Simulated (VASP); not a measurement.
# Ge (Im-3m) in VASP: single point with LDA

Aim: the single point of Ge with LDA.

All numbers are computed with VASP 6.6.1; they aren't measurements. Logs are shortened: lines on timing, memory, paths and dates and some standing lists are left out, and cuts for length are marked.

## (1) The cell of the first run

The structure is cubic, space group Im-3m (No. 229). Conventional cell: a = 3.240 Å, b = 3.240 Å, c = 3.240 Å, α = 90.00°, β = 90.00°, γ = 90.00°. Within 3.7 Å of Ge (site symmetry m-3m) lie 14 Ge at 2.81 to 3.24 Å.

## (2) Single point, LDA (volume scaled by 0.95)

Contents of INCAR:

```
SYSTEM = Ge
PREC = Accurate ; ENCUT = 520
EDIFF = 1E-7 ; ISMEAR = -1
SIGMA = 0.1 ; LREAL = .FALSE.
LASPH = .TRUE. ; NELM = 100
ALGO = Normal ; ISIF = 2
LWAVE = .FALSE. ; LCHARG = .TRUE.
LELF = .TRUE. ; LVHAR = .TRUE.
NBANDS = 13
```

Contents of KPOINTS:

```
Automatic mesh
0
G
  18 18 18
  0 0 0
```

Contents of POSCAR:

```
Ge
1.0
   -1.6201032663      1.6201032663      1.6201032663
    1.6201032663     -1.6201032663      1.6201032663
    1.6201032663      1.6201032663     -1.6201032663
Ge
1
Direct
    0.0000000000      0.0000000000      0.0000000000
```

Potentials or basis: VASP PAW LDA potentials, release 64 (Ge_d).

Started as:

```
$ cat potpaw_LDA.64/Ge_d/POTCAR > POTCAR
$ mpirun -np 1 vasp_std > vasp.out
```

OUTCAR:

```text
SYSTEM = Ge
   PREC = Accurate
   ENCUT = 520
   EDIFF = 1E-7
   ISMEAR = -1
   LREAL = .FALSE.
   LASPH = .TRUE.
   NELM = 100
   ISIF = 2

 ion  position               nearest neighbor table
   1  0.000  0.000  0.000-

  LATTYP: Found a body centered cubic cell.
 ALAT       =     3.2402065326

  Lattice vectors:

 A1 = (  -1.6201032663,   1.6201032663,   1.6201032663)
 A2 = (   1.6201032663,  -1.6201032663,   1.6201032663)
 A3 = (   1.6201032663,   1.6201032663,  -1.6201032663)

Analysis of symmetry for initial positions (statically):
=====================================================================
 Subroutine PRICEL returns:
 Original cell was already a primitive cell.

 Routine SETGRP: Setting up the symmetry group for a
 body centered cubic supercell.

 Subroutine GETGRP returns: Found 48 space group operations
 (whereof 48 operations were pure point group operations)
 out of a pool of 48 trial point group operations.

The static configuration has the point symmetry O_h .

Analysis of symmetry for dynamics (positions and initial velocities):
=====================================================================
 Subroutine PRICEL returns:
 Original cell was already a primitive cell.

 Routine SETGRP: Setting up the symmetry group for a
 body centered cubic supercell.

 Subroutine GETGRP returns: Found 48 space group operations
 (whereof 48 operations were pure point group operations)
 out of a pool of 48 trial point group operations.

The dynamic configuration has the point symmetry O_h .

 Subroutine INISYM returns: Found 48 space group operations
 (whereof 48 operations are pure point group operations),
 and found     1 'primitive' translations

----------------------------------------------------------------------------------------

                                     Primitive cell

  volume of cell :      17.0094

  direct lattice vectors                    reciprocal lattice vectors
    -1.620103266  1.620103266  1.620103266     0.000000000  0.308622302  0.308622302
     1.620103266 -1.620103266  1.620103266     0.308622302  0.000000000  0.308622302
     1.620103266  1.620103266 -1.620103266     0.308622302  0.308622302  0.000000000

  length of vectors
     2.806101171  2.806101171  2.806101171     0.436457846  0.436457846  0.436457846

  position of ions in fractional coordinates (direct lattice)
     0.000000000  0.000000000  0.000000000

  ion indices of the primitive-cell ions
   primitive index   ion index
                 1           1

----------------------------------------------------------------------------------------

 KPOINTS: Automatic mesh

Automatic generation of k-mesh.
 Grid dimensions read from file:
 generate k-points for:   18   18   18

 Generating k-lattice:

  Cartesian coordinates                     Fractional coordinates (reciprocal lattice)
     0.000000000  0.017145683  0.017145683     0.055555556  0.000000000  0.000000000
     0.017145683  0.000000000  0.017145683     0.000000000  0.055555556  0.000000000
     0.017145683  0.017145683  0.000000000     0.000000000  0.000000000  0.055555556

  Length of vectors
     0.024247658  0.024247658  0.024247658

  Shift w.r.t. Gamma in fractional coordinates (k-lattice)
     0.000000000  0.000000000  0.000000000

 Subroutine IBZKPT returns following result:
 ===========================================

 Found    195 irreducible k-points:

 Following reciprocal coordinates:
            Coordinates               Weight
  0.000000  0.000000  0.000000      1.000000
  0.055556  0.000000  0.000000     12.000000
  0.111111  0.000000  0.000000     12.000000
  0.166667  0.000000  0.000000     12.000000
  0.222222  0.000000  0.000000     12.000000
  0.277778  0.000000  0.000000     12.000000
[... 16 lines left out ...]
  0.333333  0.111111 -0.000000     48.000000
  0.388889  0.111111  0.000000     48.000000
 [... further k-points ...]
   k-points           NKPTS =    195   k-points in BZ     NKDIM =    195   number of bands    NBANDS=     13
   number of dos      NEDOS =    301   number of ions     NIONS =      1
   total plane-waves  NPLWV =  13824
   dimension x,y,z NGX =    24 NGY =   24 NGZ =   24
   dimension x,y,z NGXF=    48 NGYF=   48 NGZF=   48
   ions per type =               1
   NGX,Y,Z   is equivalent  to a cutoff of  14.22, 14.22, 14.22 a.u.
   NGXF,Y,Z  is equivalent  to a cutoff of  28.44, 28.44, 28.44 a.u.
 SYSTEM =  Ge
   PREC   = accura    normal or accurate (medium, high low for compatibility)
   ISTART =      0    job   : 0-new  1-cont  2-samecut
   ICHARG =      2    charge: 1-file 2-atom 10-const
   ISPIN  =      1    spin polarized calculation?
   LNONCOLLINEAR =      F non collinear calculations
   LSORBIT =      F    spin-orbit coupling
   LASPH  =      T    aspherical Exc in radial PAW
   ENCUT  =  520.0 eV  38.22 Ry    6.18 a.u.   5.22  5.22  5.22*2*pi/ulx,y,z
   NELM   =    100;   NELMIN=  2; NELMDL= -5     # of ELM steps
   EDIFF  = 0.1E-06   stopping-criterion for ELM
   LREAL  =      F    real-space projection
   EDIFFG = 0.1E-05   stopping-criterion for IOM
   NSW    =      0    number of steps for IOM
   IBRION =     -1    ionic relax: 0-MD 1-quasi-New 2-CG
   NFREE  =      0    steps in history (QN), initial steepest desc. (CG)
   ISIF   =      2    stress and relaxation
   ISYM   =      2    0-nonsym 1-usesym 2-fastsym
   POTIM  = 0.5000    time-step for ionic-motion
   TEBEG  =    0.0;   TEEND  =   0.0 temperature during run
   PSTRESS=    0.0 pullay stress
   NELECT =      14.0000    total number of electrons
   NUPDOWN=      -1.0000    fix difference up-down
   EMIN   =  10.00;   EMAX   =-10.00  energy-range for DOS
   EFERMI =   0.00;   METHOD = LEGACY
   ISMEAR =    -1;   SIGMA  =   0.10  broadening in eV -4-tet -1-fermi 0-gaus
   EFERMI_NEDOS =   21; number of points for ismear=-14 and -15
   IALGO  =     38    algorithm
   IMIX   =      4    mixing-type and parameters
     AMIX     =   0.40;   BMIX     =  1.00
     AMIX_MAG =   1.60;   BMIX_MAG =  1.00
  volume/ion in A,a.u.               =      17.01       114.78
  Fermi-wavevector in a.u.,A,eV,Ry     =   1.534222  2.899259 32.025890  2.353837
  Thomas-Fermi vector in A             =   2.641180
   LORBIT       =      0    0 simple, 1 ext, 2 COOP (PROOUT), +10 PAW based schemes
   GGA     = CA    functional components
   LHFCALC =     F    Hartree Fock is set to
   AEXX    =    0.0000 exact exchange contribution
   IVDW    =     0    specifies the selected vdW correction
   LEPSILON=     F    determine dielectric tensor
   LRPA    =     F    only Hartree local field effects (RPA)
 non-spin polarized calculation
  energy-cutoff  :      520.00
  volume of cell :       17.01
 maximum number of plane-waves:       470
 NGX is ok and might be reduce to    24
   NGX = 11   NGY = 11   NGZ = 11

 number of electron      13.9999990 magnetization

 Free energy of the ion-electron system (eV)
  ---------------------------------------------------
  ext. energy  EPLUGINS =         0.00000000
  ---------------------------------------------------
  free energy    TOTEN  =        -4.87605287 eV

  energy without entropy =       -4.85739645  energy(sigma->0) =       -4.86672466

 E-fermi :   7.6757     XC(G=0): -12.1148

 val. band max:        7.6308049151   @ k =   0.2778   0.2778   0.1667
 cond. band min:       7.6786338599   @ k =  -0.3889  -0.4444   0.0556
 fundamental gap:      0.0478289447
 Fermi energy:         7.6756772104

 k-point     1 :       0.0000    0.0000    0.0000
  band No.  band energies     occupation
      1     -17.2061      2.00000
      2     -17.2061      2.00000
      3     -17.2061      2.00000
      4     -17.0895      2.00000
      5     -17.0895      2.00000
      6      -6.3908      2.00000
      7      17.8056      0.00000
      8      17.8056      0.00000
      9      17.8056      0.00000
     10      23.5125      0.00000
     11      23.5125      0.00000
     12      23.5125      0.00000
     13      25.3364      0.00000

 k-point     2 :       0.0556    0.0000    0.0000
  band No.  band energies     occupation
      1     -17.2074      2.00000
      2     -17.2045      2.00000
      3     -17.2006      2.00000
      4     -17.0909      2.00000
      5     -17.0896      2.00000
      6      -6.3025      2.00000
      7      17.0706      0.00000
      8      17.4311      0.00000
      9      17.7047      0.00000
     10      22.7737      0.00000
     11      22.8552      0.00000
     12      24.0468      0.00000
     13      24.6332      0.00000

 k-point     3 :       0.1111    0.0000    0.0000
  band No.  band energies     occupation
      1     -17.2111      2.00000
      2     -17.2003      2.00000
      3     -17.1847      2.00000
      4     -17.0947      2.00000
      5     -17.0899      2.00000
      6      -6.0375      2.00000
      7      15.2962      0.00000
      8      16.5846      0.00000
      9      17.4129      0.00000
     10      21.6506      0.00000
     11      21.6726      0.00000
     12      24.1488      0.00000
     13      24.9924      0.00000

 k-point     4 :       0.1667    0.0000    0.0000
  band No.  band energies     occupation
      1     -17.2168      2.00000
      2     -17.1949      2.00000
      3     -17.1601      2.00000
      4     -17.0998      2.00000
      5     -17.0904      2.00000
      6      -5.5953      2.00000
      7      13.1070      0.00000
      8      15.6217      0.00000
      9      16.9736      0.00000
     10      20.6183      0.00000
     11      20.6625      0.00000
     12      24.0667      0.00000
     13      25.5075      0.00000

 k-point     5 :       0.2222    0.0000    0.0000
  band No.  band energies     occupation
      1     -17.2238      2.00000
      2     -17.1907      2.00000
      3     -17.1298      2.00000
      4     -17.1040      2.00000
      5     -17.0909      2.00000
      6      -4.9761      2.00000
      7      10.8310      0.00000
      8      14.7092      0.00000
      9      16.4627      0.00000
     10      19.7755      0.00000
     11      19.7965      0.00000
     12      24.3449      0.00000
     13      26.1209      0.00000
[... 257 lines left out ...]
 k-point    22 :       0.2778    0.1111    0.0000
  band No.  band energies     occupation
      1     -17.2303      2.00000
      2     -17.1891      2.00000
      3     -17.1066      2.00000
      4     -17.0947      2.00000
      5     -17.0671      2.00000
      6      -2.9516      2.00000
      7       6.6956      1.99989
      8      11.3621      0.00000
      9      14.3844      0.00000
     10      19.2988      0.00000
     11      21.3584      0.00000
     12      24.3792      0.00000
     13      29.8318      0.00000

 k-point    23 :       0.3333    0.1111   -0.0000
  band No.  band energies     occupation
      1     -17.2353      2.00000
      2     -17.1911      2.00000
      3     -17.1026      2.00000
      4     -17.0953      2.00000
      5     -17.0470      2.00000
      6      -1.8291      2.00000
      7       4.7716      2.00000
      8      10.8846      0.00000
      9      14.0125      0.00000
     10      18.9384      0.00000
     11      21.2177      0.00000
     12      25.1553      0.00000
     13      30.1854      0.00000

 k-point    24 :       0.3889    0.1111    0.0000
  band No.  band energies     occupation
      1     -17.2385      2.00000
      2     -17.1935      2.00000
      3     -17.0989      2.00000
      4     -17.0960      2.00000
      5     -17.0337      2.00000
      6      -0.6037      2.00000
      7       3.0567      2.00000
      8      10.5994      0.00000
      9      13.7838      0.00000
     10      18.7193      0.00000
     11      21.0947      0.00000
     12      26.1861      0.00000
     13      29.0955      0.00000

 [... further k-points ...]

------------------------ aborting loop because EDIFF is reached ----------------------------------------

  FORCE on cell =-STRESS in cart. coord.  units (eV):
  Direction    XX          YY          ZZ          XY          YZ          ZX
  --------------------------------------------------------------------------------------
  -------------------------------------------------------------------------------------
  Total        0.4698035      0.4698035      0.4698035      0.0000000      0.0000000      0.0000000
  in kB       44.2526000     44.2526000     44.2526000      0.0000000      0.0000000      0.0000000
  external PRESSURE =      44.2526000 kB  Pullay stress =       0.0000000 kB

 VOLUME and BASIS-vectors are now :
 -----------------------------------------------------------------------------
  energy-cutoff  :      520.00
  volume of cell :       17.01
      direct lattice vectors                 reciprocal lattice vectors
    -1.620103266  1.620103266  1.620103266     0.000000000  0.308622302  0.308622302
     1.620103266 -1.620103266  1.620103266     0.308622302  0.000000000  0.308622302
     1.620103266  1.620103266 -1.620103266     0.308622302  0.308622302  0.000000000

 POSITION                                       TOTAL-FORCE (eV/Angst)
 -----------------------------------------------------------------------------------
      0.00000      0.00000      0.00000        -0.000000      0.000000      0.000000
 -----------------------------------------------------------------------------------
    total drift:                               -0.000000      0.000000      0.000000

  FREE ENERGIE OF THE ION-ELECTRON SYSTEM (eV)
  ---------------------------------------------------
  free  energy   TOTEN  =        -4.8760528740 eV

  energy  without entropy=       -4.8573964523  energy(sigma->0) =       -4.86672466
```

It took 20 s on 1 thread of AMD EPYC 9R45 (Zen 5), shared host; peak memory 0.12 GiB.

What came out:

```
Free energy            : -4.8761 eV
Pressure               : 4.4 GPa
Band gap on the k mesh : zero (band 7 reaches 17.81 eV, above the bottom of band 8 at 4.26 eV)
```

Levels at points of the mesh, in eV from the Fermi level:
```
           k point  band 3  band 4  band 5  band 6  band 7  band 8  band 9  band 10  band 11  band 12
(0.00, 0.00, 0.00)  -24.88  -24.77  -24.77  -14.07   10.13   10.13   10.13    15.84    15.84    15.84
(0.50, 0.00, 0.00)  -24.77  -24.77  -24.69   -7.66   -5.91    4.76    7.23    10.15    10.25    20.63
(0.50, 0.50, 0.50)  -24.71  -24.71  -24.71   -2.01   -0.58   -0.58   -0.58     4.40     4.40    27.63
```
